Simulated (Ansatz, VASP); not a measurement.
**MgO: VASP beside Ansatz**

```
Mg O
1.0
     0.00000    2.17125    2.17125
     2.17125    0.00000    2.17125
     2.17125    2.17125    0.00000
Mg O
1 1
Direct
  0.00000 0.00000 0.00000
  0.50000 0.50000 0.50000
```

Alike in both runs: task single point; functional PBE; k mesh 9 × 9 × 9; occupations fermi-dirac, width 0.02 eV; no spin polarisation.

```csv
,VASP,Ansatz
version,VASP 6.6.1,Ansatz 0.2.0
potentials or method,"VASP PAW PBE potentials, release 64 (Mg_sv, O), cutoff 840 eV","PAW, plane waves, scalar-relativistic"
valence electrons in the cell,16,16
```

Ansatz gave:

| Property | Result |
| --- | --- |
| pressure (GPa) | -8.1 |

Q: Estimate VASP's values.

A: Pressure (GPa): -8.2.
